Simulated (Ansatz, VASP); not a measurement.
**Two plane-wave programs on Si2GeP3**

```
Si Ge P
1.0
     2.43842    1.40782    5.04315
    -2.43842    1.40782    5.04315
     0.00000   -2.81564    5.04315
Si Ge P
2 1 3
Direct
  0.58925 0.58925 0.58925
  0.41075 0.41075 0.41075
  0.00000 0.00000 0.00000
  0.00000 0.50000 0.00000
  0.50000 0.00000 0.00000
  0.00000 0.00000 0.50000
```

Change from the starting cell: species swapped into the Sc2AlCo3 type (R-3m, No. 166).

Alike in both runs: functional PBE; k mesh 6 × 6 × 6; occupations gaussian, width 0.1 eV; no spin polarisation.

Ansatz relaxed the structure, and its values are those at the end. VASP's run is a single point on that final structure, the one shown.

```csv
,VASP,Ansatz
version,VASP 6.6.1,Ansatz 0.2.0
potentials or method,"VASP PAW PBE potentials, release 64 (Si, Ge_d, P), cutoff 520 eV","scalar-relativistic, plane waves, PAW"
valence electrons in the cell,37,37
```

|  | VASP | Ansatz | Ansatz less VASP |
| --- | --- | --- | --- |
| gap on the k mesh at the Fermi level (eV) | none | none | - |
| pressure (GPa) | 0.0 | 0.1 | +0.11 |
| rms of the force components (eV/Å) | 0.000 | 0.004 | +0.0038 |

A gap of «none» marks a metal or a gap that the smearing closes.
